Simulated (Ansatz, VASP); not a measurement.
**H in VASP and in Ansatz**

```
CELL_PARAMETERS angstrom
0.00000 2.28268 2.28268
2.28268 0.00000 2.28268
2.28268 2.28268 0.00000
ATOMIC_POSITIONS crystal
H 0.00000 0.00000 0.00000
H 0.00000 0.00000 0.50000
H 0.00000 0.50000 0.00000
H 0.00000 0.50000 0.50000
H 0.50000 0.00000 0.00000
H 0.50000 0.00000 0.50000
H 0.50000 0.50000 0.00000
H 0.50000 0.50000 0.50000
```

Alike in both runs: task single point; functional PBE; k mesh 8 × 8 × 8; occupations gaussian, width 0.1 eV; no spin polarisation.

|  | VASP | Ansatz |
| --- | --- | --- |
| version | VASP 6.6.1 | Ansatz 0.2.0 |
| potentials or method | VASP PAW PBE potentials, release 64 (H), cutoff 520 eV | scalar-relativistic, plane waves, PAW |
| valence electrons in the cell | 8 | 8 |

Ansatz gave:

```
gap on the k mesh at the Fermi level (eV) : none
pressure (GPa)                            : -0.2
```

Question: What did VASP give for the same quantities?

Answer: gap on the k mesh at the Fermi level (eV): none; pressure (GPa): -1.0.

A gap of «none» marks a metal or a gap that the smearing closes. With one functional, cell and mesh, what is left measures potentials, basis and numerics.
